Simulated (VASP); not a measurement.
# Pb (Fm-3m) in VASP: a series of runs, part 2 of 2

VASP 6.6.1. Earlier steps stand in the parts before.

### 4 Single point, PBE (strain +0.025 along x and y, +0.025 along z)

Contents of INCAR:

```
PREC     = Accurate       # precision mode
ENCUT    = 520            # plane-wave cutoff, eV
EDIFF    = 1E-7           # SCF threshold, eV
ISMEAR   = 0              # smearing method
SIGMA    = 0.15           # smearing width, eV
LREAL    = F              # projectors in reciprocal space
LASPH    = T              # aspherical terms in the spheres
NELM     = 60             # most SCF steps
ALGO     = Normal         # electronic algorithm
ISIF     = 2              # what is computed and relaxed
LWAVE    = F              # write WAVECAR
LCHARG   = F              # write CHGCAR
GGA      = PE             # functional
NBANDS   = 13             # bands
```

Contents of KPOINTS:

```
Automatic mesh
0
Gamma
  16 16 16
```

Contents of POSCAR:

```
Pb
1.0
    0.0000000000      2.5315450000      2.5315450000
    2.5315450000      0.0000000000      2.5315450000
    2.5315450000      2.5315450000      0.0000000000
Pb
1
Direct
    0.0000000000      0.0000000000      0.0000000000
```

Potentials or basis: VASP PAW PBE potentials, release 64 (Pb_d).

Run with:

```
cat potpaw_PBE.64/Pb_d/POTCAR > POTCAR
mpirun -np 1 vasp_std > vasp.out
```

OUTCAR:

```text
PREC = Accurate
   ENCUT = 520
   EDIFF = 1E-7
   ISMEAR = 0
   LREAL = F
   LASPH = T
   NELM = 60
   ISIF = 2
   GGA = PE

 ion  position               nearest neighbor table
   1  0.000  0.000  0.000-

  LATTYP: Found a face centered cubic cell.
 ALAT       =     5.0630900000

  Lattice vectors:

 A1 = (   0.0000000000,   2.5315450000,   2.5315450000)
 A2 = (   2.5315450000,   0.0000000000,   2.5315450000)
 A3 = (   2.5315450000,   2.5315450000,   0.0000000000)

Analysis of symmetry for initial positions (statically):
=====================================================================
 Subroutine PRICEL returns:
 Original cell was already a primitive cell.

 Routine SETGRP: Setting up the symmetry group for a
 face centered cubic supercell.

 Subroutine GETGRP returns: Found 48 space group operations
 (whereof 48 operations were pure point group operations)
 out of a pool of 48 trial point group operations.

The static configuration has the point symmetry O_h .

Analysis of symmetry for dynamics (positions and initial velocities):
[... 169 lines left out ...]
      4     -10.3738      2.00000
      5     -10.3738      2.00000
      6      -4.7679      2.00000
      7      13.4387      0.00000
      8      13.4387      0.00000
      9      13.4387      0.00000
     10      16.2589      0.00000
     11      17.0321      0.00000
     12      18.5453      0.00000
     13      18.5453      0.00000
[... 354 lines left out ...]
  band No.  band energies     occupation
      1     -10.4888      2.00000
      2     -10.4766      2.00000
      3     -10.4714      2.00000
      4     -10.3792      2.00000
      5     -10.3694      2.00000
      6      -4.5814      2.00000
      7      11.7265      0.00000
      8      12.5907      0.00000
      9      13.4955      0.00000
     10      15.9563      0.00000
     11      17.7635      0.00000
     12      18.6372      0.00000
     13      19.4264      0.00000

 [... further k-points ...]

------------------------ aborting loop because EDIFF is reached ----------------------------------------

  FORCE on cell =-STRESS in cart. coord.  units (eV):
  Direction    XX          YY          ZZ          XY          YZ          ZX
  --------------------------------------------------------------------------------------
  -------------------------------------------------------------------------------------
  Total       -0.1428593     -0.1428593     -0.1428593     -0.0000000      0.0000000     -0.0000000
  in kB       -7.0539454     -7.0539454     -7.0539454     -0.0000000      0.0000000     -0.0000000
  external PRESSURE =      -7.0539454 kB  Pullay stress =       0.0000000 kB

 VOLUME and BASIS-vectors are now :
 -----------------------------------------------------------------------------
  energy-cutoff  :      520.00
  volume of cell :       32.45
      direct lattice vectors                 reciprocal lattice vectors
     0.000000000  2.531545000  2.531545000    -0.197507846  0.197507846  0.197507846
     2.531545000  0.000000000  2.531545000     0.197507846 -0.197507846  0.197507846
     2.531545000  2.531545000  0.000000000     0.197507846  0.197507846 -0.197507846

 POSITION                                       TOTAL-FORCE (eV/Angst)
 -----------------------------------------------------------------------------------
      0.00000      0.00000      0.00000         0.000000     -0.000000     -0.000000
 -----------------------------------------------------------------------------------
    total drift:                               -0.000000     -0.000000     -0.000000

  FREE ENERGIE OF THE ION-ELECTRON SYSTEM (eV)
  ---------------------------------------------------
  free  energy   TOTEN  =        -3.5665344494 eV

  energy  without entropy=       -3.5603865420  energy(sigma->0) =       -3.56346050
```

OSZICAR:

```text
N       E                     dE             d eps       ncg     rms          rms(c)
DAV:   1     0.107284780456E+03    0.10728E+03   -0.71231E+03  3836   0.122E+03
DAV:   2     0.172910462210E+01   -0.10556E+03   -0.10227E+03  3930   0.311E+02
DAV:   3    -0.344805912199E+01   -0.51772E+01   -0.51586E+01  4668   0.735E+01
DAV:   4    -0.357062111215E+01   -0.12256E+00   -0.12253E+00  4737   0.123E+01
DAV:   5    -0.357596649311E+01   -0.53454E-02   -0.53451E-02  5264   0.235E+00    0.473E-01
DAV:   6    -0.356812569579E+01    0.78408E-02   -0.12305E-02  4976   0.187E+00    0.245E-01
DAV:   7    -0.356651666201E+01    0.16090E-02   -0.54028E-03  4845   0.116E+00    0.914E-02
DAV:   8    -0.356653581559E+01   -0.19154E-04   -0.42280E-04  4876   0.328E-01    0.104E-02
DAV:   9    -0.356653478767E+01    0.10279E-05   -0.11443E-05  5247   0.561E-02    0.460E-03
DAV:  10    -0.356653441249E+01    0.37518E-06   -0.12830E-06  4735   0.137E-02    0.319E-04
DAV:  11    -0.356653444944E+01   -0.36950E-07   -0.40154E-08  3080   0.272E-03
   1 F= -.35665344E+01 E0= -.35634605E+01  d E =-.614791E-02
```

stdout:

```text
POSCAR found type information on POSCAR Pb
 POSCAR found :  1 types and       1 ions
 scaLAPACK will be used
 LDA part: xc-table for (Slater+PW92), standard interpolation
 POSCAR, INCAR and KPOINTS ok, starting setup
 FFT: planning ... GRIDC
 FFT: planning ... GRID_SOFT
 FFT: planning ... GRID
 WAVECAR not read
 entering main loop
```

Run time: 93 s. Hardware: 1 thread of Intel Xeon 8259CL, shared host; peak memory 0.2 GiB.

Results:

```yaml
Free_energy: -3.5665 eV
Pressure: -0.7 GPa
Band_gap_on_the_k_mesh: zero (bands 7 and 8 overlap by 8.43 eV)
```

Levels at points of the mesh, in eV from the Fermi level:
```tsv
k point	band 5	band 6	band 7	band 8	band 9	band 10
(0.00, 0.00, 0.00)	-16.98	-11.37	6.84	6.84	6.84	9.66
(0.50, 0.00, 0.00)	-16.87	-8.13	-3.94	5.15	5.15	8.83
(0.50, 0.50, 0.00)	-16.84	-6.87	-3.07	1.92	1.92	5.13
```

Caveat: the cell differs from its parent crystal (strain +0.025 along x and y, +0.025 along z); spin-orbit coupling is left out, which moves the levels of the heavy elements.

### 5 Single point, PBE (strain +0.050 along x and y, +0.050 along z)

Contents of INCAR:

```
ALGO = Fast ; EDIFF = 1E-6
ENCUT = 520 ; GGA = PE
ISIF = 2 ; ISMEAR = 0
LASPH = T ; LCHARG = F
LREAL = F ; LWAVE = F
NBANDS = 13 ; NELM = 100
PREC = Accurate ; SIGMA = 0.15
```

Contents of KPOINTS:

```
k-points
0
Gamma
  16 16 16
```

Contents of POSCAR:

```
Pb
1.0
    0.0000000000      2.5932900000      2.5932900000
    2.5932900000      0.0000000000      2.5932900000
    2.5932900000      2.5932900000      0.0000000000
Pb
1
Direct
    0.0000000000      0.0000000000      0.0000000000
```

Run with:

```
cat potpaw_PBE.64/Pb_d/POTCAR > POTCAR
mpirun -np 1 vasp_std > vasp.out
```

It took 1.8 min on 1 thread of Intel Xeon 8259CL, shared host; peak memory 0.2 GiB.

Results (log left out):

```
Free energy            : -3.5391 eV
Pressure               : -2.9 GPa
Band gap on the k mesh : zero (bands 7 and 8 overlap by 7.75 eV)
```

Levels at points of the mesh, in eV from the Fermi level:
```tsv
k point	band 4	band 5	band 6	band 7	band 8	band 9	band 10	band 11
(0.00, 0.00, 0.00)	-16.96	-16.96	-10.93	6.32	6.32	6.32	9.57	9.60
(0.50, 0.00, 0.00)	-16.87	-16.87	-8.06	-3.60	4.79	4.79	8.27	9.07
(0.50, 0.50, 0.00)	-16.84	-16.84	-6.96	-2.79	1.85	1.85	4.97	6.21
```

Caveat: the cell differs from its parent crystal (strain +0.050 along x and y, +0.050 along z); spin-orbit coupling is left out, which moves the levels of the heavy elements.

### 6 Overview

```tsv
cell	gap on the mesh (eV)	pressure (GPa)
a = 3.318 Å, angles 60.0°, 1 atom	none	14.3
a = 3.406 Å, angles 60.0°, 1 atom	none	7.4
a = 3.580 Å, angles 60.0°, 1 atom	none	-0.7
a = 3.667 Å, angles 60.0°, 1 atom	none	-2.9
```

Alike in all rows: task single point; level PBE; potentials or basis VASP PAW PBE potentials, release 64 (Pb_d); no spin polarisation; k mesh 16 × 16 × 16; cutoff (eV) 520; smearing gaussian 0.15 eV.

Caveats: spin-orbit coupling is left out, which moves the levels of the heavy elements; the cell stands under pressure (at least some runs).

Total energies depend on the potentials used, so only differences within one code and one set of settings carry meaning.
